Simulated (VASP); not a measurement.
Here is a VASP 6.6.1 calculation.

The input INCAR:

```
PREC = Accurate
ENCUT = 520
EDIFF = 1E-6
ISMEAR = 0
SIGMA = 0.01
LREAL = False
LASPH = True
NELM = 100
ALGO = Normal
ISIF = 2
LWAVE = False
LCHARG = False
GGA = CA
NBANDS = 18
```

The input KPOINTS:

```
regular mesh
0
Gamma
  6 6 6
```

Contents of POSCAR:

```
HfO2
1.0
    0.0000000000      2.5052914730      2.5052914730
    2.5052914730      0.0000000000      2.5052914730
    2.5052914730      2.5052914730      0.0000000000
Hf O
1 2
Direct
    0.0000000000      0.0000000000      0.0000000000
    0.2500000000      0.2500000000      0.2500000000
    0.7500000000      0.7500000000      0.7500000000
```

Potentials or basis: VASP PAW LDA potentials, release 64 (Hf_pv, O).

The run is started by

```console
$ cat potpaw_LDA.64/Hf_pv/POTCAR potpaw_LDA.64/O/POTCAR > POTCAR
$ mpirun -np 1 vasp_std > vasp.out
```

Estimate the band gap on the k mesh.

3.69 eV, direct.

Predict the pressure.

-4.8 GPa.

Caveat: spin-orbit coupling is left out, which moves the levels of the heavy elements. A k mesh can miss the band edges.
